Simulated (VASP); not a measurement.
Write the native input for VASP 6.6.1 that does the following.

| Quantity | Value |
| --- | --- |
| Task | single point |
| Functional | r2SCAN |
| Potentials or basis | VASP PAW PBE potentials, release 64 (Tl_d, O, La) |
| Cutoff | 520 eV |
| k mesh | 6 × 6 × 6 |
| Occupations | gaussian, width 0.01 eV |
| Spin | no spin polarisation |
| Dipole correction | no |
| Further INCAR settings | ALGO = Normal; EDIFF = 1e-07; NBANDS = 46 |

The system is LaTlO2.

```
CELL_PARAMETERS angstrom
-2.56754 2.56754 5.93496
2.56754 -2.56754 5.93496
2.56754 2.56754 -5.93496
ATOMIC_POSITIONS crystal
Tl 0.75000 0.25000 0.50000
Tl 0.00000 0.00000 0.00000
O 0.45265 0.95265 0.50000
O 0.70265 0.70265 0.00000
O 0.04735 0.54735 0.50000
O 0.29735 0.29735 0.00000
La 0.25000 0.75000 0.50000
La 0.50000 0.50000 0.00000
```

One way to write it, as run:

POSCAR

```
LaTlO2
1.0
   -2.5675375917      2.5675375917      5.9349579018
    2.5675375917     -2.5675375917      5.9349579018
    2.5675375917      2.5675375917     -5.9349579018
Tl O La
2 4 2
Direct
    0.7500000000      0.2500000000      0.5000000000
    0.0000000000      0.0000000000      0.0000000000
    0.4526508192     -0.0473491808      0.5000000000
    0.7026508192      0.7026508192      0.0000000000
    0.0473491808      0.5473491808      0.5000000000
    0.2973491808      0.2973491808      0.0000000000
    0.2500000000      0.7500000000      0.5000000000
    0.5000000000      0.5000000000      0.0000000000
```

INCAR.step1

```
PREC = Accurate
ENCUT = 520
ISMEAR = 0
SIGMA = 0.01
LREAL = F
LASPH = T
NELM = 100
NBANDS = 46
GGA = PE
ALGO = Normal
EDIFF = 1E-4
LWAVE = T
LCHARG = F
```

INCAR.step2

```
PREC = Accurate
ENCUT = 520
EDIFF = 1E-7
ISMEAR = 0
SIGMA = 0.01
LREAL = F
LASPH = T
NELM = 100
ALGO = Normal
ISIF = 2
LWAVE = F
LCHARG = F
METAGGA = R2SCAN
LMIXTAU = T
NBANDS = 46
ISTART = 1
```

KPOINTS

```
Automatic mesh
0
Gamma
  6 6 6
```

Potentials or basis: VASP PAW PBE potentials, release 64 (Tl_d, O, La).

Command:

```bash
$ cat potpaw_PBE.64/Tl_d/POTCAR potpaw_PBE.64/O/POTCAR potpaw_PBE.64/La/POTCAR > POTCAR
$ cp INCAR.step1 INCAR
$ mpirun -np 1 vasp_std > vasp.out
$ cp INCAR.step2 INCAR
$ mpirun -np 1 vasp_std > vasp.out
```

It gave:

```
Pressure               : -2.8 GPa
Largest force          : 0.116 eV/Å
Band gap on the k mesh : 1.21 eV (least direct gap 1.62 eV)
```

Caveat: the PAW data sets were made with another functional, which shifts forces and pressure a little; spin-orbit coupling is left out, which moves the levels of the heavy elements.

Wall time 28 min on 1 thread of Intel(R) Xeon(R) 6975P-C (Granite Rapids), with other jobs on the host, peak memory 0.57 GiB.
